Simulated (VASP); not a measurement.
# FeO (Fm-3m) in VASP: notebook

FeO is run at these levels: PBEsol+D4, revPBE, HSE06, r2SCANh, PBEsol; tasks: single point.

Program: VASP 6.6.1. These are calculated values, not measurements. Logs are shortened: lines on timing, memory, paths and dates and some standing lists are left out, and cuts for length are marked.

**Experimental background.**

“W\"ustite: Electric, thermodynamic and optical properties of FeO”, 2012, arxiv:1203.1201 quotes, for a bulk crystal of FeO: band gap 2.4 eV (optical).

The results are compared with them further down.

## Step 1: The cell of the first run

Symmetry: Fm-3m, No. 225, cubic system. The conventional cell has a = 4.339 Å, b = 4.339 Å, c = 4.339 Å, α = 90.00°, β = 90.00°, γ = 90.00°. Within 2.9 Å of Fe (site symmetry m-3m) lie 6 O at 2.17 Å. Within 2.9 Å of O (site symmetry m-3m) lie 6 Fe at 2.17 Å.

## Step 2: Single point, PBEsol+D4, collinear spin, ferromagnetic start

File INCAR:

```
PREC = Accurate
ENCUT = 520
EDIFF = 1E-6
ISMEAR = -1
SIGMA = 0.05
LREAL = False
LASPH = True
NELM = 150
ALGO = Normal
ISIF = 2
LWAVE = False
LCHARG = False
ISPIN = 2
MAGMOM = 3 0
LORBIT = 11
LMAXMIX = 4
GGA = PS
IVDW = 13
NBANDS = 18
```

File KPOINTS:

```
Automatic mesh
0
Gamma
  11 11 11
```

File POSCAR:

```
FeO
1.0
    0.0000000000      2.1696745882      2.1696745882
    2.1696745882      0.0000000000      2.1696745882
    2.1696745882      2.1696745882      0.0000000000
Fe O
1 1
Direct
    0.0000000000      0.0000000000      0.0000000000
    0.5000000000      0.5000000000      0.5000000000
```

Potentials or basis: VASP PAW PBE potentials, release 64 (Fe, O).

The run is started by

```sh
cat potpaw_PBE.64/Fe/POTCAR potpaw_PBE.64/O/POTCAR > POTCAR
mpirun -np 1 vasp_std > vasp.out
```

OUTCAR:

```text
PREC = Accurate
   ENCUT = 520
   EDIFF = 1E-6
   ISMEAR = -1
   LREAL = False
   LASPH = True
   NELM = 150
   ISIF = 2
   ISPIN = 2
   LORBIT = 11
   GGA = PS
   IVDW = 13

 ion  position               nearest neighbor table
   1  0.000  0.000  0.000-   2 2.17   2 2.17   2 2.17   2 2.17   2 2.17   2 2.17
   2  0.500  0.500  0.500-   1 2.17   1 2.17   1 2.17   1 2.17   1 2.17   1 2.17

  LATTYP: Found a face centered cubic cell.
 ALAT       =     4.3393491764

  Lattice vectors:

 A1 = (   0.0000000000,   2.1696745882,   2.1696745882)
 A2 = (   2.1696745882,   0.0000000000,   2.1696745882)
 A3 = (   2.1696745882,   2.1696745882,   0.0000000000)

Analysis of symmetry for initial positions (statically):
=====================================================================
 Subroutine PRICEL returns:
 Original cell was already a primitive cell.

 Routine SETGRP: Setting up the symmetry group for a
 face centered cubic supercell.

 Subroutine GETGRP returns: Found 48 space group operations
 (whereof 48 operations were pure point group operations)
 out of a pool of 48 trial point group operations.

The static configuration has the point symmetry O_h .

Analysis of symmetry for dynamics (positions and initial velocities):
=====================================================================
 Subroutine PRICEL returns:
 Original cell was already a primitive cell.

 Routine SETGRP: Setting up the symmetry group for a
 face centered cubic supercell.

 Subroutine GETGRP returns: Found 48 space group operations
 (whereof 48 operations were pure point group operations)
 out of a pool of 48 trial point group operations.

The dynamic configuration has the point symmetry O_h .

Analysis of structural, dynamic, and magnetic symmetry:
=====================================================================
 Subroutine PRICEL returns:
 Original cell was already a primitive cell.

 Routine SETGRP: Setting up the symmetry group for a
 face centered cubic supercell.

 Subroutine GETGRP returns: Found 48 space group operations
 (whereof 48 operations were pure point group operations)
 out of a pool of 48 trial point group operations.

The overall configuration has the point symmetry O_h .

 Subroutine INISYM returns: Found 48 space group operations
 (whereof 48 operations are pure point group operations),
 and found     1 'primitive' translations

----------------------------------------------------------------------------------------

                                     Primitive cell

  volume of cell :      20.4274

  direct lattice vectors                    reciprocal lattice vectors
     0.000000000  2.169674588  2.169674588    -0.230449305  0.230449305  0.230449305
     2.169674588  0.000000000  2.169674588     0.230449305 -0.230449305  0.230449305
     2.169674588  2.169674588  0.000000000     0.230449305  0.230449305 -0.230449305

  length of vectors
     3.068383229  3.068383229  3.068383229     0.399149904  0.399149904  0.399149904

  position of ions in fractional coordinates (direct lattice)
     0.000000000  0.000000000  0.000000000
     0.500000000  0.500000000  0.500000000

  ion indices of the primitive-cell ions
   primitive index   ion index
                 1           1
                 2           2

----------------------------------------------------------------------------------------

 KPOINTS: Automatic mesh

Automatic generation of k-mesh.
 Grid dimensions read from file:
 generate k-points for:   11   11   11

 Generating k-lattice:

  Cartesian coordinates                     Fractional coordinates (reciprocal lattice)
    -0.020949937  0.020949937  0.020949937     0.090909091  0.000000000  0.000000000
     0.020949937 -0.020949937  0.020949937     0.000000000  0.090909091  0.000000000
     0.020949937  0.020949937 -0.020949937     0.000000000  0.000000000  0.090909091

  Length of vectors
     0.036286355  0.036286355  0.036286355

  Shift w.r.t. Gamma in fractional coordinates (k-lattice)
     0.000000000  0.000000000  0.000000000

 Subroutine IBZKPT returns following result:
 ===========================================

 Found     56 irreducible k-points:

 Following reciprocal coordinates:
            Coordinates               Weight
  0.000000  0.000000  0.000000      1.000000
  0.090909  0.000000  0.000000      8.000000
  0.181818  0.000000  0.000000      8.000000
  0.272727  0.000000  0.000000      8.000000
  0.363636  0.000000  0.000000      8.000000
  0.454545  0.000000  0.000000      8.000000
[... 16 lines left out ...]
 -0.272727  0.181818  0.000000     24.000000
 -0.181818  0.181818  0.000000     12.000000
 [... further k-points ...]
   k-points           NKPTS =     56   k-points in BZ     NKDIM =     56   number of bands    NBANDS=     18
   number of dos      NEDOS =    301   number of ions     NIONS =      2
   total plane-waves  NPLWV =  13824
   dimension x,y,z NGX =    24 NGY =   24 NGZ =   24
   dimension x,y,z NGXF=    48 NGYF=   48 NGZF=   48
   ions per type =               1   1
   NGX,Y,Z   is equivalent  to a cutoff of  13.00, 13.00, 13.00 a.u.
   NGXF,Y,Z  is equivalent  to a cutoff of  26.01, 26.01, 26.01 a.u.
 SYSTEM =  unknown system
   PREC   = accura    normal or accurate (medium, high low for compatibility)
   ISTART =      0    job   : 0-new  1-cont  2-samecut
   ICHARG =      2    charge: 1-file 2-atom 10-const
   ISPIN  =      2    spin polarized calculation?
   LNONCOLLINEAR =      F non collinear calculations
   LSORBIT =      F    spin-orbit coupling
   LASPH  =      T    aspherical Exc in radial PAW
   ENCUT  =  520.0 eV  38.22 Ry    6.18 a.u.   5.71  5.71  5.71*2*pi/ulx,y,z
   NELM   =    150;   NELMIN=  2; NELMDL= -5     # of ELM steps
   EDIFF  = 0.1E-05   stopping-criterion for ELM
   LREAL  =      F    real-space projection
   EDIFFG = 0.1E-04   stopping-criterion for IOM
   NSW    =      0    number of steps for IOM
   IBRION =     -1    ionic relax: 0-MD 1-quasi-New 2-CG
   NFREE  =      0    steps in history (QN), initial steepest desc. (CG)
   ISIF   =      2    stress and relaxation
   ISYM   =      2    0-nonsym 1-usesym 2-fastsym
   POTIM  = 0.5000    time-step for ionic-motion
   TEBEG  =    0.0;   TEEND  =   0.0 temperature during run
   PSTRESS=    0.0 pullay stress
   NELECT =      14.0000    total number of electrons
   NUPDOWN=      -1.0000    fix difference up-down
   EMIN   =  10.00;   EMAX   =-10.00  energy-range for DOS
   EFERMI =   0.00;   METHOD = LEGACY
   ISMEAR =    -1;   SIGMA  =   0.05  broadening in eV -4-tet -1-fermi 0-gaus
   EFERMI_NEDOS =   21; number of points for ismear=-14 and -15
   IALGO  =     38    algorithm
   IMIX   =      4    mixing-type and parameters
     AMIX     =   0.40;   BMIX     =  1.00
     AMIX_MAG =   1.60;   BMIX_MAG =  1.00
  volume/ion in A,a.u.               =      10.21        68.93
  Fermi-wavevector in a.u.,A,eV,Ry     =   1.443376  2.727586 28.345496  2.083335
  Thomas-Fermi vector in A             =   2.561791
   LORBIT       =     11    0 simple, 1 ext, 2 COOP (PROOUT), +10 PAW based schemes
   GGA     = PS    functional components
   LHFCALC =     F    Hartree Fock is set to
   AEXX    =    0.0000 exact exchange contribution
   IVDW    =    13    specifies the selected vdW correction
   LEPSILON=     F    determine dielectric tensor
   LRPA    =     F    only Hartree local field effects (RPA)
 spin polarized calculation
  energy-cutoff  :      520.00
  volume of cell :       20.43
 maximum number of plane-waves:       560
   NGX = 11   NGY = 11   NGZ = 11

 number of electron      14.0000001 magnetization       4.0011335

 Free energy of the ion-electron system (eV)
  ---------------------------------------------------
  ext. energy  EPLUGINS =         0.00000000
  ---------------------------------------------------
  free energy    TOTEN  =       -15.81989108 eV

  energy without entropy =      -15.80778921  energy(sigma->0) =      -15.81384014

 E-fermi :   5.8565     XC(G=0): -12.3024

 val. band max:        5.8563103980   @ k =  -0.3636   0.2727   0.0909
 cond. band min:       5.8711357271   @ k =  -0.1818   0.0909   0.0000
 fundamental gap:      0.0148253292
 Fermi energy:         5.8565231454

 spin component 1

 k-point     1 :       0.0000    0.0000    0.0000
  band No.  band energies     occupation
      1     -14.6757      1.00000
      2       1.9986      1.00000
      3       1.9986      1.00000
      4       1.9986      1.00000
      5       2.0869      1.00000
      6       2.0869      1.00000
[... 10 lines left out ...]
     17      25.9970      0.00000
     18      29.1841      0.00000

 k-point     2 :       0.0909    0.0000    0.0000
  band No.  band energies     occupation
      1     -14.5955      1.00000
      2       1.1702      1.00000
      3       1.2939      1.00000
      4       1.2939      1.00000
      5       2.0786      1.00000
      6       2.0786      1.00000
[... 10 lines left out ...]
     17      27.0122      0.00000
     18      30.4397      0.00000

 k-point     3 :       0.1818    0.0000    0.0000
  band No.  band energies     occupation
      1     -14.3729      1.00000
      2      -0.0632      1.00000
      3       0.5571      1.00000
      4       0.5571      1.00000
      5       2.2352      1.00000
      6       2.2352      1.00000
[... 412 lines left out ...]
 k-point    23 :      -0.2727    0.1818    0.0000
  band No.  band energies     occupation
      1     -13.7303      1.00000
      2      -1.8978      1.00000
      3      -0.5069      1.00000
      4      -0.2570      1.00000
      5       2.5160      1.00000
      6       2.6960      1.00000
[... 10 lines left out ...]
     17      31.9100      0.00000
     18      33.5770      0.00000

 k-point    24 :      -0.1818    0.1818    0.0000
  band No.  band energies     occupation
      1     -13.9847      1.00000
      2      -1.3512      1.00000
      3      -0.2594      1.00000
      4       0.2143      1.00000
      5       2.3427      1.00000
      6       2.6166      1.00000
[... 10 lines left out ...]
     17      31.8793      0.00000
     18      33.6348      0.00000

 [... further k-points ...]

 spin component 2

 k-point     1 :       0.0000    0.0000    0.0000
  band No.  band energies     occupation
      1     -14.1237      1.00000
      2       2.6713      1.00000
      3       2.6713      1.00000
      4       2.6713      1.00000
      5       5.1419      1.00000
      6       5.1421      1.00000
[... 10 lines left out ...]
     17      27.5274      0.00000
     18      30.2937      0.00000

 k-point     2 :       0.0909    0.0000    0.0000
  band No.  band energies     occupation
      1     -14.0427      1.00000
      2       2.0237      1.00000
      3       2.4316      1.00000
      4       2.4316      1.00000
      5       5.2426      1.00000
      6       5.2427      1.00000
[... 10 lines left out ...]
     17      28.3633      0.00000
     18      31.6629      0.00000

 k-point     3 :       0.1818    0.0000    0.0000
  band No.  band energies     occupation
      1     -13.8177      1.00000
      2       0.7792      1.00000
      3       1.9230      1.00000
      4       1.9230      1.00000
      5       5.4363      0.99978
      6       5.4763      0.99950
[... 412 lines left out ...]
 k-point    23 :      -0.2727    0.1818    0.0000
  band No.  band energies     occupation
      1     -13.1619      1.00000
      2      -1.0451      1.00000
      3       0.7826      1.00000
      4       0.9777      1.00000
      5       5.8511      0.52717
      6       5.9933      0.06088
[... 10 lines left out ...]
     17      32.5531      0.00000
     18      34.3992      0.00000

 k-point    24 :      -0.1818    0.1818    0.0000
  band No.  band energies     occupation
      1     -13.4225      1.00000
      2      -0.4600      1.00000
      3       1.2396      1.00000
      4       1.2692      1.00000
      5       5.6131      0.99237
      6       5.8199      0.67515
[... 10 lines left out ...]
     17      32.6936      0.00000
     18      34.4210      0.00000

 [... further k-points ...]

------------------------ aborting loop because EDIFF is reached ----------------------------------------

  DFT-D4 for vdW energy calculation

  Edisp (eV):   -0.37984

  FORCE on cell =-STRESS in cart. coord.  units (eV):
  Direction    XX          YY          ZZ          XY          YZ          ZX
  --------------------------------------------------------------------------------------
  -------------------------------------------------------------------------------------
  Total      -1.78544    -1.78544    -1.78544    -0.00000     0.00000     0.00000
  in kB    -140.03643  -140.03643  -140.03643    -0.00000     0.00000     0.00000
  external pressure =     -140.04 kB  Pullay stress =        0.00 kB

 VOLUME and BASIS-vectors are now :
 -----------------------------------------------------------------------------
  energy-cutoff  :      520.00
  volume of cell :       20.43
      direct lattice vectors                 reciprocal lattice vectors
     0.000000000  2.169674588  2.169674588    -0.230449305  0.230449305  0.230449305
     2.169674588  0.000000000  2.169674588     0.230449305 -0.230449305  0.230449305
     2.169674588  2.169674588  0.000000000     0.230449305  0.230449305 -0.230449305

 POSITION                                       TOTAL-FORCE (eV/Angst)
 -----------------------------------------------------------------------------------
      0.00000      0.00000      0.00000         0.000000      0.000000      0.000000
      2.16967      2.16967      2.16967        -0.000000     -0.000000     -0.000000
 -----------------------------------------------------------------------------------
    total drift:                                0.000000     -0.000000      0.000000

  FREE ENERGIE OF THE ION-ELECTRON SYSTEM (eV)
  ---------------------------------------------------
  free  energy   TOTEN  =       -16.1997349939 eV

  energy  without entropy=      -16.1876331186  energy(sigma->0) =      -16.19368406

 total charge

# of ion       s       p       d       tot
------------------------------------------
    1        0.287   0.351   6.072   6.709
    2        1.551   3.404   0.000   4.955
--------------------------------------------------
tot          1.838   3.755   6.072  11.664

 magnetization (x)

# of ion       s       p       d       tot
------------------------------------------
    1        0.026   0.021   3.567   3.614
    2        0.029   0.270   0.000   0.299
--------------------------------------------------
tot          0.056   0.290   3.567   3.914
```

It took 68 s on 1 thread of Intel Xeon 8259CL, shared host; peak memory 0.17 GiB.

What came out:

* Free energy: -16.1997 eV
* Pressure: -14.0 GPa
* Band gap on the k mesh: zero (filled and empty bands overlap)
* Net moment: 4.00 μB per cell
* Site moments: Fe +3.61; O +0.30 μB
* Valence electrons inside the program's atomic spheres: Fe 6.71; O 4.96
* Dispersion energy per atom: -0.190 eV

Levels at points of the mesh, in eV from the Fermi level:
Spin up:
| k point | band 5 | band 6 | band 7 | band 8 | band 9 | band 10 | band 11 | band 12 | band 13 | band 14 |
| --- | --- | --- | --- | --- | --- | --- | --- | --- | --- | --- |
| (0.00, 0.00, 0.00) | -3.77 | -3.77 | -3.77 | -3.66 | -3.66 | -0.12 | 15.16 | 16.70 | 16.70 | 16.70 |
Spin down:
```csv
k point,band 3,band 4,band 5,band 6,band 7,band 8
"(0.00, 0.00, 0.00)",-3.19,-3.19,-0.71,-0.71,-0.71,0.12
```

Caveat: the cell stands under tension; the PAW data sets were made with another functional, which shifts forces and pressure a little; a cell with one magnetic atom can't hold antiferromagnetic order, which such compounds often take; semilocal functionals often make such compounds metallic where correlation or magnetic order opens a gap, which also shifts bond lengths. With open d or f shells a metallic result of PBEsol can be an artefact of self-interaction; +U or a hybrid may open a gap.

(Part 1 of 2 ends here.)
